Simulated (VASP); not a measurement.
Wanted: the native input for a VASP 6.6.1 run.

- Task: single point
- Functional: PBE
- Potentials or basis: VASP PAW PBE potentials, release 64 (Ti_sv, B)
- Cutoff: 520 eV
- k mesh: 11 × 11 × 9
- Occupations: fermi-dirac, width 0.08 eV
- Spin: no spin polarisation
- Dipole correction: no
- Further INCAR settings: ALGO = Normal; EDIFF = 1e-06; NBANDS = 16

The structure of TiB2 (AlB2 type) lies in POSCAR:

```
TiB2
1.0
    2.9208371006      0.0000000000      0.0000000000
   -1.4604185502      2.5295191294      0.0000000000
    0.0000000000      0.0000000000      3.0576460064
Ti B
1 2
Direct
    0.0000000000      0.0000000000      0.0000000000
    0.3333333333      0.6666666667      0.5000000000
    0.6666666667      0.3333333333      0.5000000000
```

This cell differs from its parent crystal: volume scaled by 0.88.

The input as run:

INCAR

```
ALGO = Normal
EDIFF = 1E-6
ENCUT = 520
GGA = PE
ISIF = 2
ISMEAR = -1
LASPH = True
LCHARG = False
LREAL = False
LWAVE = False
NBANDS = 16
NELM = 60
PREC = Accurate
SIGMA = 0.08
```

KPOINTS

```
k-points
0
Gamma
  11 11 9
```

Potentials or basis: VASP PAW PBE potentials, release 64 (Ti_sv, B).

Run with:

```console
$ cat potpaw_PBE.64/Ti_sv/POTCAR potpaw_PBE.64/B/POTCAR > POTCAR
$ mpirun -np 1 vasp_std > vasp.out
```

It gave:

```json
{
  "Pressure": "41.3 GPa",
  "Band gap on the k mesh": "zero (band 9 reaches 11.80 eV, above the bottom of band 10 at 11.17 eV)"
}
```

Run time: 16 s on 1 thread of Intel Xeon 6975P-C, on a shared host, peak memory 0.16 GiB.
